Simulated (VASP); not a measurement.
# Lu2AlN3 (Cmmm) in VASP: further runs, part 2 of 2

VASP 6.6.1. Earlier steps stand in the parts before.

### Step 4. Relaxation of cell and atoms, PBE

This run uses another cell than the first one, of 15.61 Å³/atom.

Contents of INCAR:

```
SYSTEM = Lu2AlN3
ALGO = Normal
EDIFF = 1E-7
EDIFFG = -0.04
ENCUT = 600
GGA = PE
IBRION = 2
ISIF = 3
ISMEAR = 0
LASPH = .TRUE.
LCHARG = .FALSE.
LREAL = .FALSE.
LWAVE = .FALSE.
NELM = 100
NSW = 90
PREC = Accurate
SIGMA = 0.1
```

Contents of KPOINTS:

```
k-points
0
G
  4 4 4
  0 0 0
```

Contents of POSCAR:

```
Lu2AlN3
1.0
    2.6193927800     -4.3990295700      0.0000000000
    2.6193927800      4.3990295700      0.0000000000
    0.0000000000      0.0000000000      4.0644299400
Lu Al N
2 1 3
Direct
    0.5000000000      0.0000000000      0.5000000000
    0.0000000000      0.5000000000      0.5000000000
    0.0000000000      0.0000000000      0.0000000000
    0.6610916900      0.3389083100      0.0000000000
    0.3389083100      0.6610916900      0.0000000000
    0.5000000000      0.5000000000      0.5000000000
```

Potentials or basis: VASP PAW PBE potentials, release 64 (Lu, Al, N).

Run with:

```bash
$ cat potpaw_PBE.64/Lu/POTCAR potpaw_PBE.64/Al/POTCAR potpaw_PBE.64/N/POTCAR > POTCAR
$ mpirun -np 1 vasp_std > vasp.out
```

OUTCAR:

```text
SYSTEM = Lu2AlN3
   EDIFF = 1E-7
   EDIFFG = -0.04
   ENCUT = 600
   GGA = PE
   IBRION = 2
   ISIF = 3
   ISMEAR = 0
   LASPH = .TRUE.
   LREAL = .FALSE.
   NELM = 100
   NSW = 90
   PREC = Accurate

 ion  position               nearest neighbor table
   1  0.500  0.000  0.500-   4 2.54   5 2.54   4 2.54   5 2.54   6 2.56   6 2.56   2 2.62   2 2.62
                             3 3.27   3 3.27   3 3.27   3 3.27
   2  0.000  0.500  0.500-   4 2.54   5 2.54   4 2.54   5 2.54   6 2.56   6 2.56   1 2.62   1 2.62
                             3 3.27   3 3.27   3 3.27   3 3.27
   3  0.000  0.000  0.000-   1 3.27   2 3.27   1 3.27   2 3.27   2 3.27   2 3.27   1 3.27   1 3.27

   4  0.661  0.339  0.000-   1 2.54   2 2.54   1 2.54   2 2.54
   5  0.339  0.661  0.000-   1 2.54   2 2.54   1 2.54   2 2.54
   6  0.500  0.500  0.500-   1 2.56   2 2.56   1 2.56   2 2.56

  LATTYP: Found a base centered orthorhombic cell.
[... 307 lines left out ...]

[... ionic steps 4 to 29 ...]

--------------------------------------- Ionic step       30  -------------------------------------------

 number of electron      67.9999995 magnetization

------------------------ aborting loop because EDIFF is reached ----------------------------------------
[... 75 lines left out ...]
--------------------------------------- Ionic step       32  -------------------------------------------

 number of electron      67.9999995 magnetization

 Free energy of the ion-electron system (eV)
  ---------------------------------------------------
  ext. energy  EPLUGINS =         0.00000000
  ---------------------------------------------------
  free energy    TOTEN  =       -41.40437309 eV

  energy without entropy =      -41.39257370  energy(sigma->0) =      -41.39847339

 E-fermi :   3.7947     XC(G=0): -10.9515

 val. band max:        3.7145404928   @ k =  -0.2500   0.2500   0.2500
 cond. band min:       3.8123797866   @ k =   0.5000   0.2500   0.0000
 fundamental gap:      0.0978392937
 Fermi energy:         3.7947197963

 k-point     1 :       0.0000    0.0000    0.0000
  band No.  band energies     occupation
      1     -51.9834      2.00000
      2     -51.9256      2.00000
      3     -23.3635      2.00000
      4     -22.7289      2.00000
      5     -22.7047      2.00000
      6     -22.5611      2.00000
[... 925 lines left out ...]
  FREE ENERGIE OF THE ION-ELECTRON SYSTEM (eV)
  ---------------------------------------------------
  free  energy   TOTEN  =       -41.4043730905 eV

  energy  without entropy=      -41.3925736968  energy(sigma->0) =      -41.39847339

 reached required accuracy - stopping structural energy minimisation
```

CONTCAR:

```text
Lu2AlN3
   1.00000000000000
     3.0247182472645218   -4.3776888862207031    0.0000000000000000
     3.0247182472645218    4.3776888862207031    0.0000000000000000
     0.0000000000000000    0.0000000000000000    3.4381988664050991
  Lu              Al              N
     2     1     3
Direct
     0.5000000000000000    0.0000000000000000    0.5000000000000000
     0.0000000000000000    0.5000000000000000    0.5000000000000000
     0.0000000000000000    0.0000000000000000    0.0000000000000000
     0.7989456706683844    0.2010543293316155    0.0000000000000000
     0.2010543293316155    0.7989456706683844    1.0000000000000000
     0.5000000000000000    0.5000000000000000    0.5000000000000000

  0.00000000E+00  0.00000000E+00  0.00000000E+00
  0.00000000E+00  0.00000000E+00  0.00000000E+00
  0.00000000E+00  0.00000000E+00  0.00000000E+00
  0.00000000E+00  0.00000000E+00  0.00000000E+00
  0.00000000E+00  0.00000000E+00  0.00000000E+00
  0.00000000E+00  0.00000000E+00  0.00000000E+00
```

Run time: 26 min. Hardware: 1 thread of AMD EPYC 9R45 (Zen 5), shared host; peak memory 0.28 GiB.

What came out:

```yaml
Free_energy: -41.4044 eV
Relaxed_volume: 15.18 Å³/atom
Relaxed_cell: a = 5.321 Å, b = 5.321 Å, c = 3.438 Å, α = 90.00°, β = 90.00°, γ = 110.72°
Space_group_after_relaxing_to_0.1_Å: Cmmm (No. 65)
Energy_gained_by_relaxing: 1412.0 meV/atom
Ionic_steps: 32
Pressure_after_relaxing: -0.1 GPa
Largest_force_after_relaxing: 0.015 eV/Å
Band_gap_on_the_k_mesh: zero (bands 34 and 35 overlap by 0.87 eV)
```

Forces in eV/Å, atoms in the order of the input:
```
Lu   0.000  0.000  0.000
Lu   0.000  0.000  0.000
Al   0.000  0.000  0.000
N    0.000  0.015  0.000
N    0.000 -0.015  0.000
N    0.000  0.000  0.000
```

Stress tensor (GPa, compression positive):
```
 0.12  0.00  0.00
 0.00 -0.13  0.00
 0.00  0.00 -0.16
```

The path:
```csv
step,energy change (eV),largest force (eV/Å),pressure (GPa),volume (Å³)
1,0.0000,1.7927,-9.52,93.67
2,-3.1022,2.4259,4.59,80.47
3,-3.3335,2.5494,12.92,76.18
4,-3.0280,2.3969,34.47,67.45
5,-4.4626,1.7366,18.29,70.96
6,-4.5658,1.0664,11.07,72.76
7,-4.5969,1.3125,12.97,72.27
8,-4.9528,1.3355,6.05,75.70
9,-5.1227,1.5768,0.08,79.62
10,-5.1433,1.7227,-1.86,81.19
11,-5.3449,1.9336,-0.73,81.21
12,-6.1870,2.2361,2.95,81.19
13,-6.8006,3.1201,16.73,80.70
14,-6.9157,0.6595,8.45,81.00
15,-6.9997,0.2967,10.81,80.91
16,-7.0035,0.6631,11.58,80.88
17,-7.0498,0.9456,11.60,81.19
18,-7.1260,1.8716,12.14,82.09
19,-7.2430,1.5454,10.69,82.73
20,-7.5269,0.6498,6.59,84.65
21,-7.8275,0.7299,-0.18,88.49
22,-7.8594,1.1903,-2.76,90.18
23,-7.9066,1.1914,-2.58,90.13
24,-8.0390,1.1713,-2.08,89.94
25,-8.2477,1.0533,-0.66,89.46
26,-8.3820,0.6529,3.66,88.07
27,-8.3926,0.7271,2.60,88.43
28,-8.4669,0.0862,0.97,90.28
29,-8.4681,0.2137,0.82,90.56
30,-8.4711,0.0311,-0.49,91.34
31,-8.4713,0.0242,-0.20,91.16
32,-8.4718,0.0152,-0.06,91.05
```

Final structure:
```yaml
crystal:
  lattice:
    - [3.02472, -4.37769, 0.00000]
    - [3.02472, 4.37769, 0.00000]
    - [0.00000, 0.00000, 3.43820]
  atoms:
    - { symbol: Lu, position: [0.50000, 0.00000, 0.50000] }
    - { symbol: Lu, position: [0.00000, 0.50000, 0.50000] }
    - { symbol: Al, position: [0.00000, 0.00000, 0.00000] }
    - { symbol: N, position: [0.79895, 0.20105, 0.00000] }
    - { symbol: N, position: [0.20105, 0.79895, 0.00000] }
    - { symbol: N, position: [0.50000, 0.50000, 0.50000] }
```

Caveat: the k points lie up to 0.46 Å⁻¹ apart in the final cell, too coarse for converged energies and pressures of a metal; a cell axis changed by over 15 % at a fixed basis, so the end point is rough; spin-orbit coupling is left out, which moves the levels of the heavy elements.

### Step 5. Single point, PBE

Contents of INCAR:

```
ALGO = Normal
EDIFF = 1E-7
ENCUT = 520
GGA = PE
ISIF = 2
ISMEAR = 0
LASPH = T
LCHARG = T
LELF = T
LREAL = F
LVHAR = T
LWAVE = F
NBANDS = 43
NELM = 60
PREC = Accurate
SIGMA = 0.1
```

Contents of KPOINTS:

```
k-points
0
Gamma
  8 8 12
```

Contents of POSCAR:

```
Lu2AlN3
1.0
    3.0214151334     -4.3588161635      0.0000000000
    3.0214151334      4.3588161635      0.0000000000
    0.0000000000      0.0000000000      3.4391373197
Lu Al N
2 1 3
Direct
    0.5000000000      0.0000000000      0.5000000000
    0.0000000000      0.5000000000      0.5000000000
    0.0000000000      0.0000000000      0.0000000000
    0.7982259158      0.2017740842      0.0000000000
    0.2017740842      0.7982259158      0.0000000000
    0.5000000000      0.5000000000      0.5000000000
```

Run with:

```bash
$ cat potpaw_PBE.64/Lu/POTCAR potpaw_PBE.64/Al/POTCAR potpaw_PBE.64/N/POTCAR > POTCAR
$ mpirun -np 1 vasp_std > vasp.out
```

It took 7.7 min on 1 thread of AMD EPYC 9R45 (Zen 5), shared host; peak memory 0.54 GiB.

Results (log left out):

```
Free energy            : -41.3922 eV
Pressure               : 0.5 GPa
Largest force          : 0.012 eV/Å
Band gap on the k mesh : zero (bands 34 and 35 overlap by 0.92 eV)
```

Forces in eV/Å, atoms in the order of the input:
```
Lu   0.000  0.000  0.000
Lu   0.000  0.000  0.000
Al   0.000  0.000  0.000
N    0.000 -0.012  0.000
N    0.000  0.012  0.000
N    0.000  0.000  0.000
```

Stress tensor (GPa, compression positive):
```
0.66 0.00 0.00
0.00 0.22 0.00
0.00 0.00 0.70
```

Levels at points of the mesh, in eV from the Fermi level:
| k point | band 32 | band 33 | band 34 | band 35 | band 36 | band 37 |
| --- | --- | --- | --- | --- | --- | --- |
| (0.00, 0.00, 0.00) | -1.01 | -0.81 | -0.47 | -0.15 | 0.47 | 3.65 |
| (0.50, 0.00, 0.00) | -2.62 | -0.82 | 0.23 | 0.82 | 1.00 | 2.66 |
| (0.50, 0.50, 0.00) | -1.94 | -1.67 | -0.05 | 0.31 | 0.39 | 2.23 |
| (0.00, 0.00, 0.50) | -1.52 | -1.45 | -1.04 | -0.66 | 1.14 | 3.32 |
| (0.50, 0.00, 0.50) | -1.85 | -1.72 | -0.86 | 1.08 | 2.06 | 2.31 |
| (0.50, 0.50, 0.50) | -2.33 | -2.24 | -0.86 | 0.99 | 2.36 | 3.13 |

Caveat: spin-orbit coupling is left out, which moves the levels of the heavy elements.

### Step 6. Overview

```tsv
task	cell	k mesh	cutoff (eV)	gap on the mesh (eV)	pressure (GPa)	largest force (eV/Å)
single point	a = 5.317, b = 5.317, c = 3.429 Å, angles 90.0, 90.0, 110.7°, 6 atoms, atomic positions A	4 × 4 × 4	520	none	0.5	-
single point	a = 5.120, b = 5.120, c = 4.064 Å, angles 90.0, 90.0, 118.5°, 6 atoms, atomic positions B	4 × 4 × 4	520	none	-9.4	1.79
relaxation of cell and atoms	relaxed from a = 5.120, b = 5.120, c = 4.064 Å, angles 90.0, 90.0, 118.5°, 6 atoms, atomic positions B	4 × 4 × 4	600	none	-0.1	0.02
single point	a = 5.304, b = 5.304, c = 3.439 Å, angles 90.0, 90.0, 110.5°, 6 atoms, atomic positions A	8 × 8 × 12	520	none	0.5	0.01
```

Alike in all rows: level PBE; potentials or basis VASP PAW PBE potentials, release 64 (Lu, Al, N); no spin polarisation; smearing gaussian 0.1 eV.

Caveats: some runs use coarse meshes; spin-orbit coupling is left out, which moves the levels of the heavy elements; forces of over 1 eV/Å act on the atoms, so gaps and moduli don't describe the material at rest (at least some runs); a cell axis changed by over 15 % at a fixed basis, so the end point is rough (at least some runs).

Total energies depend on the potentials used, so only differences within one code and one set of settings carry meaning.
